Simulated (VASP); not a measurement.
# HfN (zincblende type) (F-43m) in VASP: notebook

Runs on HfN (zincblende type). Level: PBE. Tasks: single point.

Program: VASP 6.6.1. These are calculated values, not measurements. Logs are shortened: lines on timing, memory, paths and dates and some standing lists are left out, and cuts for length are marked.

## Step 1: The cell of the first run

The structure is cubic, space group F-43m (No. 216). The conventional cell has a = 4.832 Å, b = 4.832 Å, c = 4.832 Å, α = 90.00°, β = 90.00°, γ = 90.00°. Hf (site symmetry -43m) has 4 N at 2.09 Å within 2.8 Å. Within 2.8 Å of N (site symmetry -43m) lie 4 Hf at 2.09 Å.

## Step 2: Single point, PBE (volume scaled by 0.95)

Contents of INCAR:

```
SYSTEM = HfN
PREC = Accurate
ENCUT = 520
EDIFF = 1E-6
ISMEAR = -1
SIGMA = 0.08
LREAL = .FALSE.
LASPH = .TRUE.
NELM = 100
ALGO = Normal
ISIF = 2
LWAVE = .FALSE.
LCHARG = .FALSE.
GGA = PE
NBANDS = 14
```

Contents of KPOINTS:

```
regular mesh
0
G
  14 14 14
  0 0 0
```

Contents of POSCAR:

```
HfN
1.0
    0.0000000000      2.4162351310      2.4162351310
    2.4162351310      0.0000000000      2.4162351310
    2.4162351310      2.4162351310      0.0000000000
Hf N
1 1
Direct
    0.0000000000      0.0000000000      0.0000000000
    0.2500000000      0.2500000000      0.2500000000
```

Potentials or basis: VASP PAW PBE potentials, release 64 (Hf_pv, N).

Run with:

```console
cat potpaw_PBE.64/Hf_pv/POTCAR potpaw_PBE.64/N/POTCAR > POTCAR
mpirun -np 1 vasp_std > vasp.out
```

OUTCAR:

```text
SYSTEM = HfN
   PREC = Accurate
   ENCUT = 520
   EDIFF = 1E-6
   ISMEAR = -1
   LREAL = .FALSE.
   LASPH = .TRUE.
   NELM = 100
   ISIF = 2
   GGA = PE

 ion  position               nearest neighbor table
   1  0.000  0.000  0.000-   2 2.09   2 2.09   2 2.09   2 2.09
   2  0.250  0.250  0.250-   1 2.09   1 2.09   1 2.09   1 2.09

  LATTYP: Found a face centered cubic cell.
 ALAT       =     4.8324702620

  Lattice vectors:

 A1 = (   0.0000000000,   2.4162351310,   2.4162351310)
 A2 = (   2.4162351310,   0.0000000000,   2.4162351310)
 A3 = (   2.4162351310,   2.4162351310,   0.0000000000)

Analysis of symmetry for initial positions (statically):
=====================================================================
 Subroutine PRICEL returns:
 Original cell was already a primitive cell.

 Routine SETGRP: Setting up the symmetry group for a
 face centered cubic supercell.

 Subroutine GETGRP returns: Found 24 space group operations
 (whereof 24 operations were pure point group operations)
 out of a pool of 48 trial point group operations.

The static configuration has the point symmetry T_d .

Analysis of symmetry for dynamics (positions and initial velocities):
=====================================================================
 Subroutine PRICEL returns:
 Original cell was already a primitive cell.

 Routine SETGRP: Setting up the symmetry group for a
 face centered cubic supercell.

 Subroutine GETGRP returns: Found 24 space group operations
 (whereof 24 operations were pure point group operations)
 out of a pool of 48 trial point group operations.

The dynamic configuration has the point symmetry T_d .

 Subroutine INISYM returns: Found 24 space group operations
 (whereof 24 operations are pure point group operations),
 and found     1 'primitive' translations

----------------------------------------------------------------------------------------

                                     Primitive cell

  volume of cell :      28.2129

  direct lattice vectors                    reciprocal lattice vectors
     0.000000000  2.416235131  2.416235131    -0.206933503  0.206933503  0.206933503
     2.416235131  0.000000000  2.416235131     0.206933503 -0.206933503  0.206933503
     2.416235131  2.416235131  0.000000000     0.206933503  0.206933503 -0.206933503

  length of vectors
     3.417072492  3.417072492  3.417072492     0.358419341  0.358419341  0.358419341

  position of ions in fractional coordinates (direct lattice)
[... 83 lines left out ...]
   IBRION =     -1    ionic relax: 0-MD 1-quasi-New 2-CG
   NFREE  =      0    steps in history (QN), initial steepest desc. (CG)
   ISIF   =      2    stress and relaxation
   ISYM   =      2    0-nonsym 1-usesym 2-fastsym
   POTIM  = 0.5000    time-step for ionic-motion
   TEBEG  =    0.0;   TEEND  =   0.0 temperature during run
   PSTRESS=    0.0 pullay stress
   NELECT =      15.0000    total number of electrons
   NUPDOWN=      -1.0000    fix difference up-down
   EMIN   =  10.00;   EMAX   =-10.00  energy-range for DOS
   EFERMI =   0.00;   METHOD = LEGACY
   ISMEAR =    -1;   SIGMA  =   0.08  broadening in eV -4-tet -1-fermi 0-gaus
   EFERMI_NEDOS =   21; number of points for ismear=-14 and -15
   IALGO  =     38    algorithm
   IMIX   =      4    mixing-type and parameters
     AMIX     =   0.40;   BMIX     =  1.00
     AMIX_MAG =   1.60;   BMIX_MAG =  1.00
  volume/ion in A,a.u.               =      14.11        95.19
  Fermi-wavevector in a.u.,A,eV,Ry     =   1.326242  2.506234 23.931524  1.758917
  Thomas-Fermi vector in A             =   2.455643
   LORBIT       =      0    0 simple, 1 ext, 2 COOP (PROOUT), +10 PAW based schemes
   GGA     = PE    functional components
   LHFCALC =     F    Hartree Fock is set to
   AEXX    =    0.0000 exact exchange contribution
   IVDW    =     0    specifies the selected vdW correction
   LEPSILON=     F    determine dielectric tensor
   LRPA    =     F    only Hartree local field effects (RPA)
 non-spin polarized calculation
  energy-cutoff  :      520.00
  volume of cell :       28.21
 maximum number of plane-waves:       770
 NGX is ok and might be reduce to    28
   NGX = 13   NGY = 13   NGZ = 13

 number of electron      15.0000002 magnetization

 Free energy of the ion-electron system (eV)
  ---------------------------------------------------
  ext. energy  EPLUGINS =         0.00000000
  ---------------------------------------------------
  free energy    TOTEN  =       -21.18703896 eV

  energy without entropy =      -21.17447087  energy(sigma->0) =      -21.18075492

 E-fermi :   6.1806     XC(G=0): -11.4494

 val. band max:        6.1104972517   @ k =   0.4286   0.2143   0.0000
 cond. band min:       6.1890192173   @ k =  -0.2857   0.2857   0.0714
 fundamental gap:      0.0785219656
 Fermi energy:         6.1806427501

 k-point     1 :       0.0000    0.0000    0.0000
  band No.  band energies     occupation
      1     -24.8092      2.00000
      2     -24.8092      2.00000
      3     -24.8092      2.00000
      4     -10.2679      2.00000
      5       0.4623      2.00000
      6       0.4623      2.00000
      7       0.4623      2.00000
      8       5.5254      1.99945
      9       8.5040      0.00000
     10       8.5040      0.00000
     11      13.0357      0.00000
     12      13.0357      0.00000
     13      13.0357      0.00000
     14      18.6579      0.00000
[... 377 lines left out ...]
      1     -25.1043      2.00000
      2     -24.8821      2.00000
      3     -24.8791      2.00000
      4      -9.4942      2.00000
      5      -0.4036      2.00000
      6       1.0172      2.00000
      7       1.0908      2.00000
      8       6.6852      0.00364
      9       8.3301      0.00000
     10       8.9723      0.00000
     11      12.2684      0.00000
     12      12.9804      0.00000
     13      13.7223      0.00000
     14      15.9994      0.00000

 [... further k-points ...]
[... 5 lines left out ...]
  --------------------------------------------------------------------------------------
  -------------------------------------------------------------------------------------
  Total        1.7365554      1.7365554      1.7365554      0.0000000      0.0000000     -0.0000000
  in kB       98.6169698     98.6169698     98.6169698      0.0000000      0.0000000     -0.0000000
  external PRESSURE =      98.6169698 kB  Pullay stress =       0.0000000 kB

 VOLUME and BASIS-vectors are now :
 -----------------------------------------------------------------------------
  energy-cutoff  :      520.00
  volume of cell :       28.21
      direct lattice vectors                 reciprocal lattice vectors
     0.000000000  2.416235131  2.416235131    -0.206933503  0.206933503  0.206933503
     2.416235131  0.000000000  2.416235131     0.206933503 -0.206933503  0.206933503
     2.416235131  2.416235131  0.000000000     0.206933503  0.206933503 -0.206933503

 POSITION                                       TOTAL-FORCE (eV/Angst)
 -----------------------------------------------------------------------------------
      0.00000      0.00000      0.00000         0.000000      0.000000     -0.000000
      1.20812      1.20812      1.20812        -0.000000      0.000000      0.000000
 -----------------------------------------------------------------------------------
    total drift:                               -0.000000     -0.000000     -0.000000

  FREE ENERGIE OF THE ION-ELECTRON SYSTEM (eV)
  ---------------------------------------------------
  free  energy   TOTEN  =       -21.1870389607 eV

  energy  without entropy=      -21.1744708695  energy(sigma->0) =      -21.18075492
```

stdout:

```text
POSCAR found type information on POSCAR HfN
 POSCAR found :  2 types and       2 ions
 scaLAPACK will be used
 LDA part: xc-table for (Slater+PW92), standard interpolation
 POSCAR, INCAR and KPOINTS ok, starting setup
 FFT: planning ... GRIDC
 FFT: planning ... GRID_SOFT
 FFT: planning ... GRID
 WAVECAR not read
 entering main loop
```

Run time: 22 s. Hardware: 1 thread of Intel Xeon 6975P-C, shared host; peak memory 0.18 GiB.

What came out:

```
Free energy : -21.1870 eV
Pressure    : 9.9 GPa
```

Caveat: spin-orbit coupling is left out, which moves the levels of the heavy elements.

## Step 3: Single point, PBE (volume scaled by 0.95)

Contents of INCAR:

```
ALGO = Normal ; EDIFF = 1E-6
ENCUT = 520 ; GGA = PE
ISIF = 2 ; ISMEAR = -1
LASPH = T ; LCHARG = T
LELF = T ; LREAL = F
LVHAR = T ; LWAVE = F
NBANDS = 14 ; NELM = 60
PREC = Accurate ; SIGMA = 0.08
```

Contents of KPOINTS:

```
k-points
0
Gamma
  14 14 14
```

POSCAR is that of step 2.

Potentials or basis: VASP PAW PBE potentials, release 64 (Hf_pv, N).

Run with:

```console
cat potpaw_PBE.64/Hf_pv/POTCAR potpaw_PBE.64/N/POTCAR > POTCAR
mpirun -np 1 vasp_std > vasp.out
```

OUTCAR:

```text
EDIFF = 1E-6
   ENCUT = 520
   GGA = PE
   ISIF = 2
   ISMEAR = -1
   LASPH = T
   LREAL = F
   NELM = 60
   PREC = Accurate

 ion  position               nearest neighbor table
   1  0.000  0.000  0.000-   2 2.09   2 2.09   2 2.09   2 2.09
   2  0.250  0.250  0.250-   1 2.09   1 2.09   1 2.09   1 2.09

  LATTYP: Found a face centered cubic cell.
 ALAT       =     4.8324702620

  Lattice vectors:

 A1 = (   0.0000000000,   2.4162351310,   2.4162351310)
 A2 = (   2.4162351310,   0.0000000000,   2.4162351310)
 A3 = (   2.4162351310,   2.4162351310,   0.0000000000)

Analysis of symmetry for initial positions (statically):
=====================================================================
 Subroutine PRICEL returns:
 Original cell was already a primitive cell.

 Routine SETGRP: Setting up the symmetry group for a
 face centered cubic supercell.

 Subroutine GETGRP returns: Found 24 space group operations
 (whereof 24 operations were pure point group operations)
 out of a pool of 48 trial point group operations.

The static configuration has the point symmetry T_d .

[... 172 lines left out ...]
      4     -10.2679      2.00000
      5       0.4623      2.00000
      6       0.4623      2.00000
      7       0.4623      2.00000
      8       5.5254      1.99945
      9       8.5040      0.00000
     10       8.5040      0.00000
     11      13.0357      0.00000
     12      13.0357      0.00000
     13      13.0357      0.00000
     14      18.6579      0.00000
[... 377 lines left out ...]
      1     -25.1043      2.00000
      2     -24.8821      2.00000
      3     -24.8791      2.00000
      4      -9.4942      2.00000
      5      -0.4036      2.00000
      6       1.0172      2.00000
      7       1.0908      2.00000
      8       6.6852      0.00364
      9       8.3301      0.00000
     10       8.9723      0.00000
     11      12.2684      0.00000
     12      12.9804      0.00000
     13      13.7223      0.00000
     14      15.9994      0.00000

 [... further k-points ...]

------------------------ aborting loop because EDIFF is reached ----------------------------------------

  FORCE on cell =-STRESS in cart. coord.  units (eV):
  Direction    XX          YY          ZZ          XY          YZ          ZX
  --------------------------------------------------------------------------------------
  -------------------------------------------------------------------------------------
  Total        1.7365554      1.7365554      1.7365554      0.0000000      0.0000000     -0.0000000
  in kB       98.6169698     98.6169698     98.6169698      0.0000000      0.0000000     -0.0000000
  external PRESSURE =      98.6169698 kB  Pullay stress =       0.0000000 kB

 VOLUME and BASIS-vectors are now :
 -----------------------------------------------------------------------------
  energy-cutoff  :      520.00
  volume of cell :       28.21
      direct lattice vectors                 reciprocal lattice vectors
     0.000000000  2.416235131  2.416235131    -0.206933503  0.206933503  0.206933503
     2.416235131  0.000000000  2.416235131     0.206933503 -0.206933503  0.206933503
     2.416235131  2.416235131  0.000000000     0.206933503  0.206933503 -0.206933503

 POSITION                                       TOTAL-FORCE (eV/Angst)
 -----------------------------------------------------------------------------------
      0.00000      0.00000      0.00000         0.000000      0.000000     -0.000000
      1.20812      1.20812      1.20812        -0.000000      0.000000      0.000000
 -----------------------------------------------------------------------------------
    total drift:                               -0.000000     -0.000000     -0.000000

  FREE ENERGIE OF THE ION-ELECTRON SYSTEM (eV)
  ---------------------------------------------------
  free  energy   TOTEN  =       -21.1870389607 eV

  energy  without entropy=      -21.1744708695  energy(sigma->0) =      -21.18075492
```

OSZICAR:

```text
N       E                     dE             d eps       ncg     rms          rms(c)
DAV:   1     0.422345329499E+02    0.42235E+02   -0.78245E+03  2920   0.983E+02
DAV:   2    -0.223576572089E+02   -0.64592E+02   -0.60410E+02  3936   0.234E+02
DAV:   3    -0.247687484966E+02   -0.24111E+01   -0.24030E+01  3266   0.377E+01
DAV:   4    -0.247817003225E+02   -0.12952E-01   -0.12951E-01  3560   0.328E+00
DAV:   5    -0.247818311583E+02   -0.13084E-03   -0.13083E-03  3290   0.289E-01    0.584E+01
DAV:   6    -0.212811029676E+02    0.35007E+01   -0.12508E+01  3164   0.250E+01    0.418E+01
DAV:   7    -0.212036559398E+02    0.77447E-01   -0.65304E-01  3062   0.730E+00    0.258E+01
DAV:   8    -0.211937900438E+02    0.98659E-02   -0.81330E-02  3566   0.263E+00    0.659E+00
DAV:   9    -0.211871414565E+02    0.66486E-02   -0.18701E-02  3344   0.102E+00    0.172E+00
DAV:  10    -0.211870576346E+02    0.83822E-04   -0.14049E-03  3416   0.345E-01    0.204E-01
DAV:  11    -0.211870420630E+02    0.15572E-04   -0.87727E-05  3524   0.881E-02    0.104E-01
DAV:  12    -0.211870391013E+02    0.29617E-05   -0.21560E-05  3716   0.372E-02    0.118E-02
DAV:  13    -0.211870389607E+02    0.14054E-06   -0.11306E-06  2266   0.105E-02
   1 F= -.21187039E+02 E0= -.21180755E+02  d E =-.125681E-01
```

Wall time 22 s (1 thread of Intel Xeon 6975P-C, shared host); peak memory 0.18 GiB.

Results:

```
Free energy : -21.1870 eV
Pressure    : 9.9 GPa
```

Caveat: spin-orbit coupling is left out, which moves the levels of the heavy elements.
